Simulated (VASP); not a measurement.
# Ti2NbB3 (P4/mmm) in VASP: a series of runs, part 2 of 2

VASP 6.6.1. The steps go on from the part before.

## (4) Relaxation of cell and atoms, PBE

This run uses another cell than the first one, of 14.06 Å³/atom, 1.214 times its volume.

The input, INCAR:

```
ALGO = Normal
EDIFF = 1E-6
EDIFFG = -0.04
ENCUT = 600
GGA = PE
IBRION = 2
ISIF = 3
ISMEAR = 0
LASPH = True
LCHARG = False
LREAL = False
LWAVE = False
NELM = 100
NSW = 90
PREC = Accurate
SIGMA = 0.1
```

The input, KPOINTS:

```
k-points
0
Gamma
  6 6 2
```

The input, POSCAR:

```
Ti2NbB3
1.0
    2.8303619300      0.0000000000      0.0000000000
    0.0000000000      2.8303619300      0.0000000000
    0.0000000000      0.0000000000     10.5323416000
Ti Nb B
2 1 3
Direct
    0.5000000000      0.5000000000      0.8681410000
    0.5000000000      0.5000000000      0.1318590000
    0.0000000000      0.0000000000      0.0000000000
    0.0000000000      0.0000000000      0.6647679800
    0.0000000000      0.0000000000      0.3352320200
    0.5000000000      0.5000000000      0.5000000000
```

Command:

```console
$ cat potpaw_PBE.64/Ti_sv/POTCAR potpaw_PBE.64/Nb_sv/POTCAR potpaw_PBE.64/B/POTCAR > POTCAR
$ mpirun -np 1 vasp_std > vasp.out
```

Run time: 22 min. Hardware: 1 thread of Intel Xeon 6975P-C, shared host; peak memory 0.26 GiB.

Results (log left out):

```yaml
Free_energy: -43.4451 eV
Relaxed_volume: 11.86 Å³/atom
Relaxed_cell: a = 3.071 Å, b = 3.071 Å, c = 7.542 Å, α = 90.00°, β = 90.00°, γ = 90.00°
Space_group_after_relaxing_to_0.05_Å: P4/mmm (No. 123)
Energy_gained_by_relaxing: 1588.2 meV/atom
Ionic_steps: 33
Pressure_after_relaxing: 0.0 GPa
Largest_force_after_relaxing: 0.019 eV/Å
Band_gap_on_the_k_mesh: zero (band 23 reaches 9.73 eV, above the bottom of band 24 at 8.12 eV)
```

Forces in eV/Å, atoms in the order of the input:
```
Ti   0.000  0.000  0.011
Ti   0.000  0.000 -0.011
Nb   0.000  0.000  0.000
B    0.000  0.000 -0.019
B    0.000  0.000  0.019
B    0.000  0.000  0.000
```

Stress tensor (GPa, compression positive):
```
-0.17  0.00  0.00
 0.00 -0.17  0.00
 0.00  0.00  0.29
```

The path:
```tsv
step	energy change (eV)	largest force (eV/Å)	pressure (GPa)	volume (Å³)
1	0.0000	6.0937	12.97	84.37
2	-2.2365	2.1612	-13.27	98.92
3	-2.2520	2.1152	-14.53	100.26
4	-5.1322	2.7675	-12.87	86.99
5	-5.6132	5.6557	55.54	60.75
6	-6.4712	2.7440	-6.14	78.48
7	-7.9124	1.3043	11.05	69.40
8	-7.9365	1.4457	16.44	67.74
9	-6.4528	7.2359	27.34	68.09
10	-8.1400	1.3695	16.75	67.93
11	-8.5246	0.6244	-5.06	76.24
12	-8.5401	0.7156	-1.93	74.72
13	-8.6312	0.9126	-1.93	74.38
14	-8.8392	1.3061	-0.58	73.25
15	-8.4401	3.4817	12.40	70.42
16	-8.8442	1.7471	1.20	72.69
17	-8.8441	1.9425	2.08	72.38
18	-8.8673	1.9421	2.06	72.34
19	-8.9317	1.9502	2.13	72.21
20	-9.0023	1.7773	3.39	71.93
21	-9.0876	1.4531	2.37	72.15
22	-9.2717	0.5730	-0.39	72.80
23	-9.3221	1.2356	-3.99	74.08
24	-9.3512	0.6436	-2.93	73.62
25	-9.3820	0.6268	-2.38	73.16
26	-9.4528	0.5599	-0.41	71.78
27	-9.4807	0.5191	4.94	69.01
28	-9.4900	0.5281	3.07	69.91
29	-9.5193	0.3209	1.10	70.58
30	-9.5247	0.2312	-0.08	71.01
31	-9.5289	0.0924	0.03	71.08
32	-9.5292	0.0458	0.05	71.10
33	-9.5295	0.0194	-0.02	71.13
```

Final structure:
```yaml
crystal:
  lattice:
    - [3.07115, 0.00000, 0.00000]
    - [0.00000, 3.07115, 0.00000]
    - [0.00000, 0.00000, 7.54174]
  atoms:
    - { symbol: Ti, position: [0.50000, 0.50000, 0.78784] }
    - { symbol: Ti, position: [0.50000, 0.50000, 0.21216] }
    - { symbol: Nb, position: [0.00000, 0.00000, 0.00000] }
    - { symbol: B, position: [0.00000, 0.00000, 0.61535] }
    - { symbol: B, position: [0.00000, 0.00000, 0.38465] }
    - { symbol: B, position: [0.50000, 0.50000, 0.50000] }
```

Levels at points of the mesh, in eV from the Fermi level:
| k point | band 19 | band 20 | band 21 | band 22 | band 23 | band 24 | band 25 | band 26 | band 27 |
| --- | --- | --- | --- | --- | --- | --- | --- | --- | --- |
| (0.00, 0.00, 0.00) | -1.25 | -1.25 | -0.29 | 0.32 | 0.71 | 0.71 | 1.65 | 2.65 | 2.65 |
| (0.50, 0.00, 0.00) | -1.53 | -0.94 | -0.51 | -0.45 | 0.10 | 0.34 | 1.39 | 1.81 | 2.09 |
| (0.50, 0.50, 0.00) | -2.55 | -1.72 | -1.72 | -0.80 | -0.80 | -0.55 | 0.87 | 0.87 | 3.74 |
| (0.00, 0.00, 0.50) | -1.24 | -1.24 | -0.35 | 0.14 | 1.03 | 1.03 | 1.39 | 1.39 | 1.65 |
| (0.50, 0.00, 0.50) | -1.65 | -0.69 | -0.50 | -0.40 | 0.86 | 1.01 | 1.10 | 1.40 | 1.47 |
| (0.50, 0.50, 0.50) | -2.31 | -1.65 | -1.65 | -1.11 | -1.11 | 0.16 | 1.45 | 1.45 | 2.92 |

Caveat: the k points lie up to 0.42 Å⁻¹ apart in the final cell; the volume moved by over 15 % at a fixed basis, so the end points are rough.

## (5) Single point, PBE

This run uses another cell than the first one, of 11.61 Å³/atom, 1.002 times its volume.

The input, INCAR:

```
SYSTEM = Ti2NbB3
ALGO = Normal
EDIFF = 1E-6
ENCUT = 520
GGA = PE
ISIF = 2
ISMEAR = 0
LASPH = .TRUE.
LCHARG = .TRUE.
LELF = .TRUE.
LREAL = .FALSE.
LVHAR = .TRUE.
LWAVE = .FALSE.
NBANDS = 32
NELM = 80
PREC = Accurate
SIGMA = 0.1
```

The input, KPOINTS:

```
k-points
0
G
  14 14 4
  0 0 0
```

The input, POSCAR:

```
Ti2NbB3
1.0
    2.6730918770      0.0000000000      0.0000000000
    0.0000000000      2.6730918770      0.0000000000
    0.0000000000      0.0000000000      9.7454724381
Ti Nb B
2 1 3
Direct
    0.5000000000      0.5000000000      0.7380332458
    0.5000000000      0.5000000000      0.2619667542
    0.0000000000      0.0000000000      0.0000000000
    0.0000000000      0.0000000000      0.5859934225
    0.0000000000      0.0000000000      0.4140065775
    0.5000000000      0.5000000000      0.5000000000
```

Command:

```console
$ cat potpaw_PBE.64/Ti_sv/POTCAR potpaw_PBE.64/Nb_sv/POTCAR potpaw_PBE.64/B/POTCAR > POTCAR
$ mpirun -np 1 vasp_std > vasp.out
```

Run time: 3.5 min. Hardware: 1 thread of Intel Xeon 6975P-C, shared host; peak memory 0.34 GiB.

It converged, with:

* Free energy: -44.8693 eV
* Pressure: -0.1 GPa
* Largest force: 0.020 eV/Å
* Band gap on the k mesh: zero (band 23 reaches 9.55 eV, above the bottom of band 24 at 8.55 eV)

Forces on the atoms (eV/Å):
```
Ti   0.000  0.000  0.020
Ti   0.000  0.000 -0.020
Nb   0.000  0.000  0.000
B    0.000  0.000  0.011
B    0.000  0.000 -0.011
B    0.000  0.000  0.000
```

Stress tensor (GPa, compression positive):
```
-0.10  0.00  0.00
 0.00 -0.10  0.00
 0.00  0.00  0.01
```

Levels at points of the mesh, in eV from the Fermi level:
```csv
k point,band 21,band 22,band 23,band 24,band 25,band 26
"(0.00, 0.00, 0.00)",-0.91,-0.91,-0.85,-0.28,0.65,1.93
"(0.50, 0.00, 0.00)",-0.85,-0.38,-0.10,0.67,1.37,1.70
"(0.50, 0.50, 0.00)",-2.30,-0.64,-0.64,-0.60,0.84,0.84
"(0.00, 0.00, 0.50)",-0.92,-0.82,-0.52,-0.31,0.52,2.13
"(0.50, 0.00, 0.50)",-0.51,-0.50,-0.09,0.91,1.34,1.76
"(0.50, 0.50, 0.50)",-1.99,-1.39,-1.39,-0.41,1.94,2.22
```

## (6) Relaxation of cell and atoms, PBE

The input, INCAR:

```
  PREC = Accurate
  ENCUT = 600
  EDIFF = 1E-7
  ISMEAR = 0
  SIGMA = 0.1
  LREAL = F
  LASPH = T
  NELM = 60
  ALGO = Normal
  ISIF = 3
  LWAVE = F
  LCHARG = F
  GGA = PE
  IBRION = 2
  NSW = 100
  EDIFFG = -0.01
```

The input, KPOINTS:

```
regular mesh
0
Gamma
  14 14 4
```

The input, POSCAR:

```
Ti2NbB3
1.0
    2.6753759162      0.0000000000      0.0000000000
    0.0000000000      2.6753759162      0.0000000000
    0.0000000000      0.0000000000      9.7089169489
Ti Nb B
2 1 3
Direct
    0.5000000000      0.5000000000      0.7392275546
    0.5000000000      0.5000000000      0.2607724454
    0.0000000000      0.0000000000      0.0000000000
    0.0000000000      0.0000000000      0.5864584230
    0.0000000000      0.0000000000      0.4135415770
    0.5000000000      0.5000000000      0.5000000000
```

Potentials or basis: VASP PAW PBE potentials, release 64 (Ti_sv, Nb_sv, B).

Command:

```console
$ cat potpaw_PBE.64/Ti_sv/POTCAR potpaw_PBE.64/Nb_sv/POTCAR potpaw_PBE.64/B/POTCAR > POTCAR
$ mpirun -np 1 vasp_std > vasp.out
```

Wall time 17 min (1 thread of Intel Xeon 6975P-C, shared host); peak memory 0.4 GiB.

Results (log left out):

```yaml
Free_energy: -44.8719 eV
Relaxed_volume: 11.60 Å³/atom
Relaxed_cell: a = 2.672 Å, b = 2.672 Å, c = 9.742 Å, α = 90.00°, β = 90.00°, γ = 90.00°
Space_group_after_relaxing_to_0.05_Å: P4/mmm (No. 123)
Energy_gained_by_relaxing: 0.2 meV/atom
Ionic_steps: 7
Pressure_after_relaxing: 0.0 GPa
Band_gap_on_the_k_mesh: zero (band 23 reaches 9.56 eV, above the bottom of band 24 at 8.56 eV)
```

Step by step:
```
step  energy change (eV)  largest force (eV/Å)  pressure (GPa)  volume (Å³)
   1              0.0000                0.0558            0.01        69.49
   2             -0.0007                0.0515            0.02        69.50
   3             -0.0009                0.0482            0.04        69.51
   4             -0.0012                0.0118            0.06        69.55
   5             -0.0012                0.0126            0.07        69.55
   6             -0.0012                0.0192           -0.11        69.61
   7             -0.0012                0.0012            0.00        69.57
```

Final structure:
```yaml
crystal:
  lattice:
    - [2.67241, 0.00000, 0.00000]
    - [0.00000, 2.67241, 0.00000]
    - [0.00000, 0.00000, 9.74182]
  atoms:
    - { symbol: Ti, position: [0.50000, 0.50000, 0.73827] }
    - { symbol: Ti, position: [0.50000, 0.50000, 0.26173] }
    - { symbol: Nb, position: [0.00000, 0.00000, 0.00000] }
    - { symbol: B, position: [0.00000, 0.00000, 0.58605] }
    - { symbol: B, position: [0.00000, 0.00000, 0.41395] }
    - { symbol: B, position: [0.50000, 0.50000, 0.50000] }
```

Levels at points of the mesh, in eV from the Fermi level:
| k point | band 20 | band 21 | band 22 | band 23 | band 24 | band 25 | band 26 | band 27 |
| --- | --- | --- | --- | --- | --- | --- | --- | --- |
| (0.00, 0.00, 0.00) | -0.93 | -0.91 | -0.91 | -0.85 | -0.27 | 0.65 | 1.93 | 1.93 |
| (0.50, 0.00, 0.00) | -0.95 | -0.85 | -0.38 | -0.10 | 0.67 | 1.38 | 1.70 | 2.09 |
| (0.50, 0.50, 0.00) | -2.30 | -2.30 | -0.64 | -0.64 | -0.60 | 0.83 | 0.83 | 2.39 |
| (0.00, 0.00, 0.50) | -0.92 | -0.92 | -0.82 | -0.51 | -0.30 | 0.52 | 2.13 | 2.13 |
| (0.50, 0.00, 0.50) | -0.95 | -0.51 | -0.50 | -0.09 | 0.91 | 1.34 | 1.76 | 2.16 |
| (0.50, 0.50, 0.50) | -1.99 | -1.99 | -1.39 | -1.39 | -0.41 | 1.94 | 2.22 | 2.22 |

## (7) Summary

| task | cell | k mesh | cutoff (eV) | gap on the mesh (eV) | pressure (GPa) | relaxed volume (Å³/atom) | largest force (eV/Å) |
| --- | --- | --- | --- | --- | --- | --- | --- |
| single point | a = 2.675, b = 2.675, c = 9.709 Å, 6 atoms | 6 × 6 × 2 | 520 | none | -0.1 | - | 0.01 |
| single point | a = 2.830, b = 2.830, c = 10.532 Å, 6 atoms | 6 × 6 × 2 | 520 | none | 13.0 | - | 6.09 |
| relaxation of cell and atoms | relaxed from a = 2.830, b = 2.830, c = 10.532 Å, 6 atoms | 6 × 6 × 2 | 600 | none | 0.0 | 11.86 | 0.02 |
| single point | a = 2.673, b = 2.673, c = 9.745 Å, 6 atoms | 14 × 14 × 4 | 520 | none | -0.1 | - | 0.02 |
| relaxation of cell and atoms | relaxed from a = 2.675, b = 2.675, c = 9.709 Å, 6 atoms | 14 × 14 × 4 | 600 | none | 0.0 | 11.60 | - |

Alike in all rows: level PBE; potentials or basis VASP PAW PBE potentials, release 64 (Ti_sv, Nb_sv, B); no spin polarisation; smearing gaussian 0.1 eV.

Caveats: some runs use coarse meshes; forces of over 1 eV/Å act on the atoms, so gaps and moduli don't describe the material at rest (some runs); the volume moved by over 15 % at a fixed basis, so the end points are rough (some runs).

Absolute energies hang on the potentials; compare differences alone.
